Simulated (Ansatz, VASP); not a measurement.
Ru: VASP beside Ansatz

The input INCAR:

```
PREC = Accurate
ENCUT = 560
EDIFF = 1E-6
ISMEAR = -1
SIGMA = 0.1
LREAL = F
LASPH = T
NELM = 120
ALGO = Normal
ISIF = 2
LWAVE = F
LCHARG = F
GGA = PE
NBANDS = 23
GGA_COMPAT = F
```

Contents of KPOINTS:

```
regular mesh
0
Gamma
  2 2 1
```

The input POSCAR:

```
Ru
1.0
    2.7235595794      0.0000000000      0.0000000000
   -1.3617797897      2.3586717845      0.0000000000
    0.0000000000      0.0000000000      4.2890849607
Ru
2
Direct
    0.3333333333      0.6666666667      0.2500000000
    0.6666666667      0.3333333333      0.7500000000
```

Input for Ansatz:

```yaml
crystal:
  lattice:
    - [2.7235595794, 0.0, 0.0]
    - [-1.3617797897, 2.3586717845, 0.0]
    - [0.0, 0.0, 4.2890849607]
  atoms:
    - { symbol: Ru, position: [0.3333333333, 0.6666666667, 0.25] }
    - { symbol: Ru, position: [0.6666666667, 0.3333333333, 0.75] }
hamiltonian:
  xc: pbe
  pseudopotentials:
    kind: paw
    azcp:
      Ru: "pseudopotentials/Ru.paw.azcp"
basis:
  ecutwfc: 420
  fft_grid_basis: typed
kpoints:
  mp_grid: { grid: [2, 2, 1], shift: [0, 0, 0] }
magnetization:
  spin_polarized: false
scf:
  occupations: { method: fermi_dirac, width: 0.1 }
  lower_state_search: "off"
output:
  stress: true
```

Alike in both runs: task single point; functional PBE; k mesh 2 × 2 × 1; occupations fermi-dirac, width 0.1 eV; no spin polarisation.

|  | VASP | Ansatz |
| --- | --- | --- |
| version | VASP 6.6.1 | Ansatz 0.2.0 |
| potentials or method | VASP PAW PBE potentials, release 64 (Ru_sv), cutoff 560 eV | plane waves (420 eV) with PAW, scalar-relativistic |
| valence electrons in the cell | 32 | 32 |

|  | VASP | Ansatz | Ansatz less VASP |
| --- | --- | --- | --- |
| pressure (GPa) | 6.4 | 6.6 | +0.28 |
| traceless stress, the component that is largest in VASP (GPa) | 6.02 | 6.50 | +0.484 |

The k mesh is coarse, so the values compare programs but aren't converged.
